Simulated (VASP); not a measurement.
Wanted: the native input for a VASP 6.6.1 run.

```yaml
Task: single point
Functional: LDA
Potentials_or_basis: VASP PAW LDA potentials, release 64 (W_sv, S)
Cutoff: 520 eV
k_mesh: 7 × 7 × 1
Occupations: fermi-dirac, width 0.05 eV
Spin: no spin polarisation
Dipole_correction: no
Further_INCAR_settings: ALGO = Normal; EDIFF = 1e-07; NBANDS = 49
```

The structure of WS2 lies in POSCAR:

```
WS2
1.0
    3.1264006868      0.0000000000      0.0000000000
   -1.5632003434      2.7075424172      0.0000000000
    0.0000000000      0.0000000000     27.3367815658
W S
3 6
Direct
    0.6666666667      0.3333333333      0.4374537975
    0.6666666667      0.3333333333      0.8820186380
    0.0000000000      0.0000000000      0.6597053154
    0.6666666667      0.3333333333      0.6025673612
    0.0000000000      0.0000000000      0.3804015173
    0.0000000000      0.0000000000      0.8248698238
    0.6666666667      0.3333333333      0.7168433965
    0.0000000000      0.0000000000      0.4946019666
    0.0000000000      0.0000000000      0.9390721738
```

The input as run:

INCAR

```
SYSTEM = WS2
PREC     = Accurate       ! precision mode
ENCUT    = 520            ! plane-wave cutoff, eV
EDIFF    = 1E-7           ! SCF threshold, eV
ISMEAR   = -1             ! smearing method
SIGMA    = 0.05           ! smearing width, eV
LREAL    = .FALSE.        ! projectors in reciprocal space
LASPH    = .TRUE.         ! aspherical terms in the spheres
NELM     = 100            ! most SCF steps
ALGO     = Normal         ! electronic algorithm
ISIF     = 2              ! what is computed and relaxed
LWAVE    = .FALSE.        ! write WAVECAR
LCHARG   = .TRUE.         ! write CHGCAR
GGA      = CA             ! functional
LELF     = .TRUE.         ! ELF
LVHAR    = .TRUE.       
NBANDS   = 49             ! bands
```

KPOINTS

```
regular mesh
0
G
  7 7 1
  0 0 0
```

Potentials or basis: VASP PAW LDA potentials, release 64 (W_sv, S).

Launch:

```sh
$ cat potpaw_LDA.64/W_sv/POTCAR potpaw_LDA.64/S/POTCAR > POTCAR
$ mpirun -np 1 vasp_std > vasp.out
```

Results of the run:

The largest force is 0.052 eV/Å and the band gap on the k mesh is 1.21 eV, indirect (least direct gap 2.44 eV).

Caveat: spin-orbit coupling is left out, which moves the levels of the heavy elements.

It took 82 s on 1 thread of Intel(R) Xeon(R) 6975P-C (Granite Rapids), with other jobs on the host, peak memory 0.3 GiB.
